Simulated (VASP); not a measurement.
A run of VASP 6.6.1:

Contents of INCAR:

```
  PREC = Accurate
  ENCUT = 520
  EDIFF = 1E-6
  ISMEAR = 0
  SIGMA = 0.01
  LREAL = Auto
  LASPH = T
  NELM = 150
  ALGO = Normal
  ISIF = 2
  LWAVE = F
  LCHARG = F
  ISPIN = 2
  MAGMOM = 0 0 0 0 0 0 0 0 0.01 0.01 0 0 0 0.01 0 0 0 0 0 0.01 0.01 0 0 0 0.15 0.03 0 0 0.05 0 0 0 0.15
  LORBIT = 11
  NUPDOWN = 1.0
  GGA = PE
  NELECT = 131.0
  NBANDS = 92
```

KPOINTS

```
Automatic mesh
0
Gamma
  1 1 1
  0.25 0.25 0.25
```

POSCAR

```
Al16CN16
1.0
    6.2595139128      0.0000000578      0.0000000000
   -3.1297570064      5.4208980350      0.0000000000
    0.0000000000      0.0000000000     10.0348065929
Al N C
16 16 1
Direct
    0.3327702427      0.1599093270      0.2451791718
    0.2124399843      0.3513599730      0.5147019600
    0.3375122986      0.1576447655      0.7538852928
    0.1718234146      0.3284604380      0.9934192541
    0.3312052181      0.6538398401      0.2431556486
    0.1744983387      0.8308059397      0.4975641622
    0.3406859615      0.6684274543      0.7510873354
    0.1683023156      0.8266237548      1.0004650996
    0.8165894601      0.1436150671      0.1987068498
    0.6606047209      0.3527559010      0.5105619357
    0.8426789661      0.1672432586      0.7485004360
    0.6643978281      0.3313540209      0.9915045487
    0.8316639239      0.6574329496      0.2431154521
    0.6652355698      0.8007908289      0.5032245092
    0.8452565310      0.6671209435      0.7500258625
    0.6624710337      0.8155080197      0.9887349678
    0.3404224098      0.1678855824      0.4387054022
    0.1636753301      0.3202474536      0.1839896218
    0.3305579520      0.1569778168      0.9390988066
    0.1848304079      0.3341313717      0.6979760314
    0.3423257905      0.6660913205      0.4364483666
    0.1680370183      0.8239870002      0.1898617944
    0.3298057258      0.6613962741      0.9365176937
    0.1752618331      0.8292734743      0.6857777838
    0.8809355047      0.2426275272      0.4860022726
    0.6614534628      0.3275452190      0.1799799681
    0.8314243464      0.1595946747      0.9405948933
    0.6696603007      0.3308133430      0.6950792822
    0.8416303633      0.6634592755      0.4355523749
    0.6549134066      0.8019240141      0.1734731967
    0.8395575193      0.6636726528      0.9350132410
    0.6766681496      0.8307379401      0.6886163830
   -0.1994353803      0.0958075483      0.3890074890
```

Potentials or basis: VASP PAW PBE potentials, release 64 (Al, N, C).

Command:

```bash
$ cat potpaw_PBE.64/Al/POTCAR potpaw_PBE.64/N/POTCAR potpaw_PBE.64/C/POTCAR > POTCAR
$ mpirun -np 1 vasp_std > vasp.out
```

Hardware: 1 thread of Intel(R) Xeon(R) 6975P-C (Granite Rapids), on a shared host.

Problem. Estimate the wall time of this run.

Solution. Run time: 17 min on 1 thread of Intel(R) Xeon(R) 6975P-C (Granite Rapids), with other jobs on the host, peak memory 0.71 GiB. Counts: scf iterations 17, k points 6.
